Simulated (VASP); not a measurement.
# SiCl5 (P-6m2) in VASP: further runs

Runs on SiCl5. Level: PBE. Tasks: relaxation of cell and atoms.

All numbers are computed with VASP 6.6.1; they aren't measurements. Logs are shortened: lines on timing, memory, paths and dates and some standing lists are left out, and cuts for length are marked.

**1. The cell of the first run**

The structure is hexagonal, space group P-6m2 (No. 187). Conventional cell: a = 6.116 Å, b = 6.116 Å, c = 5.091 Å, α = 90.00°, β = 90.00°, γ = 120.00°. Within 3.4 Å of Si (site symmetry -6m2) lie 2 Cl at 2.55 Å. Cl (site symmetry mm2) has 8 Cl at 2.64 to 3.48 Å within 3.5 Å. Cl (site symmetry -6m2) has 6 Cl at 2.97 Å and 3 Si at 3.53 Å within 3.9 Å. Within 3.4 Å of Cl (site symmetry -6m2) lie 2 Si at 2.55 Å and 6 Cl at 3.07 Å.

**2. Relaxation of cell and atoms, PBE**

INCAR reads:

```
SYSTEM = SiCl5
PREC = Accurate
ENCUT = 600
EDIFF = 1E-7
ISMEAR = 0
SIGMA = 0.1
LREAL = .False.
LASPH = .True.
NELM = 80
ALGO = Normal
ISIF = 3
LWAVE = .False.
LCHARG = .False.
GGA = PE
IBRION = 2
NSW = 90
EDIFFG = -0.04
```

KPOINTS reads:

```
Automatic mesh
0
Gamma
  3 3 4
  0 0 0
```

POSCAR reads:

```
SiCl5
1.0
    6.1156697100      0.0000000000      0.0000000000
   -3.0578348600      5.2963253300      0.0000000000
    0.0000000000      0.0000000000      5.0905014700
Si Cl
1 5
Direct
    0.3333333300      0.6666666700      0.0000000000
    0.8561067500      0.1438932500      0.5000000000
    0.8561067500      0.7122135000      0.5000000000
    0.2877865000      0.1438932500      0.5000000000
    0.0000000000      0.0000000000      0.0000000000
    0.3333333300      0.6666666700      0.5000000000
```

Potentials or basis: VASP PAW PBE potentials, release 64 (Si, Cl).

Launch:

```console
$ cat potpaw_PBE.64/Si/POTCAR potpaw_PBE.64/Cl/POTCAR > POTCAR
$ mpirun -np 1 vasp_std > vasp.out
```

OUTCAR:

```text
SYSTEM = SiCl5
   PREC = Accurate
   ENCUT = 600
   EDIFF = 1E-7
   ISMEAR = 0
   LREAL = .False.
   LASPH = .True.
   NELM = 80
   ISIF = 3
   GGA = PE
   IBRION = 2
   NSW = 90
   EDIFFG = -0.04

 ion  position               nearest neighbor table
   1  0.333  0.667  0.000-   6 2.55   6 2.55
   2  0.856  0.144  0.500-   4 2.64   3 2.64
   3  0.856  0.712  0.500-   4 2.64   2 2.64
   4  0.288  0.144  0.500-   3 2.64   2 2.64
   5  0.000  0.000  0.000-
   6  0.333  0.667  0.500-   1 2.55   1 2.55

  LATTYP: Found a hexagonal cell.
 ALAT       =     6.1156697100
 C/A-ratio  =     0.8323702409

  Lattice vectors:

 A1 = (   6.1156697100,   0.0000000000,   0.0000000000)
 A2 = (  -3.0578348600,   5.2963253300,   0.0000000000)
 A3 = (   0.0000000000,   0.0000000000,   5.0905014700)

Analysis of symmetry for initial positions (statically):
=====================================================================
 Subroutine PRICEL returns:
 Original cell was already a primitive cell.

 Routine SETGRP: Setting up the symmetry group for a
 hexagonal supercell.

 Subroutine GETGRP returns: Found 12 space group operations
 (whereof 12 operations were pure point group operations)
 out of a pool of 24 trial point group operations.

The static configuration has the point symmetry D_3h.

Analysis of symmetry for dynamics (positions and initial velocities):
=====================================================================
 Subroutine PRICEL returns:
 Original cell was already a primitive cell.

 Routine SETGRP: Setting up the symmetry group for a
 hexagonal supercell.

 Subroutine GETGRP returns: Found 12 space group operations
 (whereof 12 operations were pure point group operations)
 out of a pool of 24 trial point group operations.

The dynamic configuration has the point symmetry D_3h.

 Subroutine INISYM returns: Found 12 space group operations
 (whereof 12 operations are pure point group operations),
 and found     1 'primitive' translations

----------------------------------------------------------------------------------------

                                     Primitive cell

  volume of cell :     164.8843

  direct lattice vectors                    reciprocal lattice vectors
     6.115669710  0.000000000  0.000000000     0.163514390  0.094405077  0.000000000
[... 78 lines left out ...]
   EDIFF  = 0.1E-06   stopping-criterion for ELM
   LREAL  =      F    real-space projection
   EDIFFG = -.4E-01   stopping-criterion for IOM
   NSW    =     90    number of steps for IOM
   IBRION =      2    ionic relax: 0-MD 1-quasi-New 2-CG
   NFREE  =      1    steps in history (QN), initial steepest desc. (CG)
   ISIF   =      3    stress and relaxation
   ISYM   =      2    0-nonsym 1-usesym 2-fastsym
   POTIM  = 0.5000    time-step for ionic-motion
   TEBEG  =    0.0;   TEEND  =   0.0 temperature during run
   PSTRESS=    0.0 pullay stress
   NELECT =      39.0000    total number of electrons
   NUPDOWN=      -1.0000    fix difference up-down
   EMIN   =  10.00;   EMAX   =-10.00  energy-range for DOS
   EFERMI =   0.00;   METHOD = LEGACY
   ISMEAR =     0;   SIGMA  =   0.10  broadening in eV -4-tet -1-fermi 0-gaus
   EFERMI_NEDOS =   21; number of points for ismear=-14 and -15
   IALGO  =     38    algorithm
   IMIX   =      4    mixing-type and parameters
     AMIX     =   0.40;   BMIX     =  1.00
     AMIX_MAG =   1.60;   BMIX_MAG =  1.00
  volume/ion in A,a.u.               =      27.48       185.45
  Fermi-wavevector in a.u.,A,eV,Ry     =   1.012442  1.913237 13.946487  1.025038
  Thomas-Fermi vector in A             =   2.145551
   LORBIT       =      0    0 simple, 1 ext, 2 COOP (PROOUT), +10 PAW based schemes
   GGA     = PE    functional components
   LHFCALC =     F    Hartree Fock is set to
   AEXX    =    0.0000 exact exchange contribution
   IVDW    =     0    specifies the selected vdW correction
   LEPSILON=     F    determine dielectric tensor
   LRPA    =     F    only Hartree local field effects (RPA)
 conjugate gradient relaxation of ions
 non-spin polarized calculation
 Gauss-broadening in eV      SIGMA  =   0.10
  energy-cutoff  :      600.00
  volume of cell :      164.88
 maximum number of plane-waves:      5516
 NGX is ok and might be reduce to    50
   NGX = 25   NGY = 25   NGZ = 21

--------------------------------------- Ionic step        1  -------------------------------------------

 number of electron      38.9999999 magnetization

 Free energy of the ion-electron system (eV)
  ---------------------------------------------------
  ext. energy  EPLUGINS =         0.00000000
  ---------------------------------------------------
  free energy    TOTEN  =       -10.36865558 eV

  energy without entropy =      -10.32096711  energy(sigma->0) =      -10.34481135

------------------------ aborting loop because EDIFF is reached ----------------------------------------

  FORCE on cell =-STRESS in cart. coord.  units (eV):
  Direction    XX          YY          ZZ          XY          YZ          ZX
  --------------------------------------------------------------------------------------
  -------------------------------------------------------------------------------------
  Total        1.0585239      1.0585239      0.7655945     -0.0000000     -0.0000000      0.0000000
  in kB       10.2856559     10.2856559      7.4392674     -0.0000000     -0.0000000      0.0000000
  external PRESSURE =       9.3368598 kB  Pullay stress =       0.0000000 kB
[... 101 lines left out ...]
  FREE ENERGIE OF THE ION-ELECTRON SYSTEM (eV)
  ---------------------------------------------------
  free  energy   TOTEN  =       -10.6055976356 eV

  energy  without entropy=      -10.5536028268  energy(sigma->0) =      -10.57960023

[... ionic steps 4 to 13 ...]

--------------------------------------- Ionic step       14  -------------------------------------------

 number of electron      38.9999999 magnetization

------------------------ aborting loop because EDIFF is reached ----------------------------------------
[... 75 lines left out ...]
--------------------------------------- Ionic step       16  -------------------------------------------

 number of electron      39.0000000 magnetization

 Free energy of the ion-electron system (eV)
  ---------------------------------------------------
  ext. energy  EPLUGINS =         0.00000000
  ---------------------------------------------------
  free energy    TOTEN  =       -11.17810384 eV

  energy without entropy =      -11.15107790  energy(sigma->0) =      -11.16459087

 E-fermi :   0.9238     XC(G=0):  -8.0974

 val. band max:        0.8772755139   @ k =   0.3333   0.3333   0.2500
 cond. band min:       0.9499994132   @ k =   0.3333   0.0000   0.2500
 fundamental gap:      0.0727238993
 Fermi energy:         0.9238149436

 k-point     1 :       0.0000    0.0000    0.0000
  band No.  band energies     occupation
      1     -14.9588      2.00000
      2     -13.9997      2.00000
      3     -12.6270      2.00000
      4     -12.6270      2.00000
      5     -12.3822      2.00000
      6      -5.1867      2.00000
[... 256 lines left out ...]
  FREE ENERGIE OF THE ION-ELECTRON SYSTEM (eV)
  ---------------------------------------------------
  free  energy   TOTEN  =       -11.1781038398 eV

  energy  without entropy=      -11.1510778997  energy(sigma->0) =      -11.16459087

 reached required accuracy - stopping structural energy minimisation
```

OSZICAR:

```text
N       E                     dE             d eps       ncg     rms          rms(c)
DAV:   1     0.285062507917E+03    0.28506E+03   -0.17570E+04   414   0.157E+03
DAV:   2     0.148618086692E+02   -0.27020E+03   -0.26358E+03   580   0.254E+02
DAV:   3    -0.113669756084E+02   -0.26229E+02   -0.25927E+02   491   0.903E+01
[... 202 lines left out ...]
DAV:   4    -0.111781081800E+02    0.20550E-03   -0.64974E-04   429   0.134E-01    0.333E-02
DAV:   5    -0.111781053852E+02    0.27947E-05   -0.38760E-05   435   0.384E-02    0.209E-02
DAV:   6    -0.111781042620E+02    0.11232E-05   -0.66861E-06   489   0.149E-02    0.704E-03
DAV:   7    -0.111781037954E+02    0.46657E-06   -0.93021E-07   443   0.579E-03    0.248E-03
DAV:   8    -0.111781038398E+02   -0.44407E-07   -0.17063E-07   244   0.280E-03
  16 F= -.11178104E+02 E0= -.11164591E+02  d E =-.162012E-02
```

It took 4.9 min on 1 thread of Intel Xeon 6975P-C (Granite Rapids), shared host; peak memory 0.32 GiB.

Results:

```
Free energy                            : -11.1781 eV
Relaxed volume                         : 27.53 Å³/atom
Relaxed cell                           : a = 6.304 Å, b = 6.304 Å, c = 4.799 Å, α = 90.00°, β = 90.00°, γ = 120.00°
Space group after relaxing (to 0.05 Å) : P-6m2 (No. 187)
Energy gained by relaxing              : 134.9 meV/atom
Ionic steps                            : 16
Pressure after relaxing                : 0.1 GPa
Largest force after relaxing           : 0.038 eV/Å
```

Forces on the atoms (eV/Å):
```
Si   0.000  0.000  0.000
Cl  -0.033  0.019  0.000
Cl   0.000 -0.038  0.000
Cl   0.033  0.019  0.000
Cl   0.000  0.000  0.000
Cl   0.000  0.000  0.000
```

Stress tensor (GPa, compression positive):
```
 0.20  0.00  0.00
 0.00  0.20  0.00
 0.00  0.00 -0.22
```

Step by step:
| step | energy change (eV) | largest force (eV/Å) | pressure (GPa) | volume (Å³) |
| --- | --- | --- | --- | --- |
| 1 | 0.0000 | 1.1283 | 0.93 | 164.88 |
| 2 | -0.1548 | 0.7029 | -0.39 | 168.74 |
| 3 | -0.2369 | 0.3183 | -1.80 | 174.73 |
| 4 | -0.3806 | 0.3192 | -1.02 | 166.94 |
| 5 | -0.4890 | 0.4449 | 0.73 | 156.14 |
| 6 | -0.4931 | 0.4860 | 1.73 | 151.68 |
| 7 | -0.5611 | 0.5017 | 2.07 | 150.35 |
| 8 | -0.5551 | 0.5770 | 4.52 | 146.40 |
| 9 | -0.6175 | 0.4029 | 2.56 | 149.09 |
| 10 | -0.6350 | 0.0739 | 3.37 | 147.74 |
| 11 | -0.7293 | 0.4409 | 2.15 | 155.27 |
| 12 | -0.7296 | 0.4878 | 2.08 | 155.87 |
| 13 | -0.7993 | 0.1149 | 0.66 | 161.85 |
| 14 | -0.8078 | 0.0434 | 0.01 | 165.18 |
| 15 | -0.8078 | 0.0352 | 0.04 | 164.99 |
| 16 | -0.8094 | 0.0379 | 0.06 | 165.19 |

Final structure:
```yaml
crystal:
  lattice:
    - [6.30435, 0.00000, 0.00000]
    - [-3.15218, 5.45973, 0.00000]
    - [0.00000, 0.00000, 4.79912]
  atoms:
    - { symbol: Si, position: [0.33333, 0.66667, 0.00000] }
    - { symbol: Cl, position: [0.80529, 0.19471, 0.50000] }
    - { symbol: Cl, position: [0.80529, 0.61058, 0.50000] }
    - { symbol: Cl, position: [0.38942, 0.19471, 0.50000] }
    - { symbol: Cl, position: [0.00000, 0.00000, 0.00000] }
    - { symbol: Cl, position: [0.33333, 0.66667, 0.50000] }
```

Caveat: the k points lie up to 0.38 Å⁻¹ apart in the final cell; an odd number of electrons without spin polarisation forces a metal; a magnetic or distorted state may lie lower.

**3. Relaxation of cell and atoms, PBE**

This run uses another cell than the first one, of 27.67 Å³/atom, 1.007 times its volume.

INCAR reads:

```
  PREC = Accurate
  ENCUT = 600
  EDIFF = 1E-6
  ISMEAR = 0
  SIGMA = 0.1
  LREAL = F
  LASPH = T
  NELM = 80
  ALGO = Normal
  ISIF = 3
  LWAVE = F
  LCHARG = F
  GGA = PE
  IBRION = 2
  NSW = 100
  EDIFFG = -0.01
```

KPOINTS reads:

```
regular mesh
0
Gamma
  6 6 8
```

POSCAR reads:

```
SiCl5
1.0
    6.3535847361      0.0000000000      0.0000000000
   -3.1767923680      5.5023657865      0.0000000000
    0.0000000000      0.0000000000      4.7481819521
Si Cl
1 5
Direct
    0.3333333333      0.6666666667      0.0000000000
    0.8046936461      0.1953063539      0.5000000000
    0.8046936461      0.6093872922      0.5000000000
    0.3906127078      0.1953063539      0.5000000000
    0.0000000000      0.0000000000      0.0000000000
    0.3333333333      0.6666666667      0.5000000000
```

Potentials or basis: VASP PAW PBE potentials, release 64 (Si, Cl).

Launch:

```console
$ cat potpaw_PBE.64/Si/POTCAR potpaw_PBE.64/Cl/POTCAR > POTCAR
$ mpirun -np 1 vasp_std > vasp.out
```

Wall time 7.3 min (1 thread of Intel Xeon 6975P-C (Granite Rapids), shared host); peak memory 0.41 GiB.

Results (log left out):

```
Free energy                            : -11.2103 eV
Relaxed volume                         : 28.14 Å³/atom
Relaxed cell                           : a = 6.419 Å, b = 6.419 Å, c = 4.732 Å, α = 90.00°, β = 90.00°, γ = 120.00°
Space group after relaxing (to 0.05 Å) : P-6m2 (No. 187)
Energy gained by relaxing              : 0.6 meV/atom
Ionic steps                            : 8
Pressure after relaxing                : 0.0 GPa
Largest force after relaxing           : 0.006 eV/Å
```

Forces on the atoms (eV/Å):
```
Si   0.000  0.000  0.000
Cl   0.005 -0.003  0.000
Cl   0.000  0.006  0.000
Cl  -0.005 -0.003  0.000
Cl   0.000  0.000  0.000
Cl   0.000  0.000  0.000
```

Step by step:
| step | energy change (eV) | largest force (eV/Å) | pressure (GPa) | volume (Å³) |
| --- | --- | --- | --- | --- |
| 1 | 0.0000 | 0.0572 | 0.14 | 166.00 |
| 2 | -0.0010 | 0.0496 | 0.09 | 166.58 |
| 3 | -0.0026 | 0.0255 | -0.07 | 168.35 |
| 4 | -0.0027 | 0.0194 | -0.11 | 168.80 |
| 5 | -0.0034 | 0.0026 | -0.04 | 168.78 |
| 6 | -0.0035 | 0.0125 | 0.01 | 168.77 |
| 7 | -0.0035 | 0.0142 | 0.02 | 168.77 |
| 8 | -0.0036 | 0.0059 | 0.01 | 168.86 |

Final structure:
```
Si Cl
1.0
     6.41940    0.00000    0.00000
    -3.20970    5.55936    0.00000
     0.00000    0.00000    4.73162
Si Cl
1 5
Cartesian
  0.0000 3.7062 0.0000
  4.5226 1.0951 2.3658
  3.2097 3.3691 2.3658
  1.8968 1.0951 2.3658
  0.0000 0.0000 0.0000
  0.0000 3.7062 2.3658
```

Levels at points of the mesh, in eV from the Fermi level:
```
           k point  band 17  band 18  band 19  band 20  band 21  band 22
(0.00, 0.00, 0.00)    -1.29    -0.79    -0.33     0.29     0.29     1.65
(0.50, 0.00, 0.00)    -1.31    -0.49    -0.45    -0.27     0.21     1.50
(0.00, 0.00, 0.50)    -0.74    -0.74    -0.31     0.20     0.20     0.67
(0.50, 0.00, 0.50)    -0.56    -0.46    -0.45     0.06     0.29     0.65
```

Caveat: an odd number of electrons without spin polarisation forces a metal; a magnetic or distorted state may lie lower.
